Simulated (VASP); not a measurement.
Set up this calculation in VASP 6.6.1, as the native input.

- Task: single point
- Functional: PBE
- Potentials or basis: VASP PAW PBE potentials, release 64 (Ta_pv)
- Cutoff: 520 eV
- k mesh: 6 × 6 × 6
- Occupations: gaussian, width 0.1 eV
- Spin: no spin polarisation
- Dipole correction: no
- Further INCAR settings: ALGO = Normal; EDIFF = 1e-07; NBANDS = 24

The structure of Ta lies in POSCAR:

```
Ta
1.0
    0.0000000000      3.1809362159      3.1809362159
    3.1809362159      0.0000000000      3.1809362159
    3.1809362159      3.1809362159      0.0000000000
Ta
3
Direct
    0.2500000000      0.2500000000      0.2500000000
    0.7500000000      0.7500000000      0.7500000000
    0.5000000000      0.5000000000      0.5000000000
```

The cell was generated, and may not be a known phase.

One way to write it, as run:

INCAR

```
SYSTEM = Ta
  ALGO = Normal
  EDIFF = 1E-7
  ENCUT = 520
  GGA = PE
  ISIF = 2
  ISMEAR = 0
  LASPH = .TRUE.
  LCHARG = .FALSE.
  LREAL = .FALSE.
  LWAVE = .FALSE.
  NBANDS = 24
  NELM = 100
  PREC = Accurate
  SIGMA = 0.1
```

KPOINTS

```
k-points
0
G
  6 6 6
  0 0 0
```

Potentials or basis: VASP PAW PBE potentials, release 64 (Ta_pv).

The run is started by

```bash
$ cat potpaw_PBE.64/Ta_pv/POTCAR > POTCAR
$ mpirun -np 1 vasp_std > vasp.out
```

Results of the run:

```yaml
Pressure: 0.0 GPa
Band_gap_on_the_k_mesh: zero (an odd number of electrons rules out a gap without spin polarisation)
```

Caveat: spin-orbit coupling is left out, which moves the levels of the heavy elements.

Run time: 31 s on 1 thread of Intel Xeon 8259CL (shared host), peak memory 0.21 GiB.
